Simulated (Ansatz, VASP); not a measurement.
## Zr in VASP and in Ansatz

```
Zr
1.0
    -1.75673    1.75673    1.75673
     1.75673   -1.75673    1.75673
     1.75673    1.75673   -1.75673
Zr
1
Direct
  0.00000 0.00000 0.00000
```

Alike in both runs: task relaxation of cell and atoms; functional PBEsol; k mesh 22 × 22 × 22; occupations gaussian, width 0.1 eV; no spin polarisation.

|  | VASP | Ansatz |
| --- | --- | --- |
| version | VASP 6.6.1 | Ansatz 0.2.0 |
| potentials or method | VASP PAW PBE potentials, release 64 (Zr_sv), cutoff 600 eV | scalar-relativistic, plane waves, PAW |
| valence electrons in the cell | 12 | 12 |

```tsv
	VASP	Ansatz	Ansatz less VASP
gap on the k mesh at the Fermi level, each at its own relaxed structure (eV)	none	none	-
relaxed volume (Å³/atom)	21.80	21.78	-0.020
relaxed cell length with the largest relative difference (Å)	3.048	3.047	-0.0009
```

VASP's potentials were made for PBE, not for PBEsol. A gap of «none» marks a metal or a gap that the smearing closes.
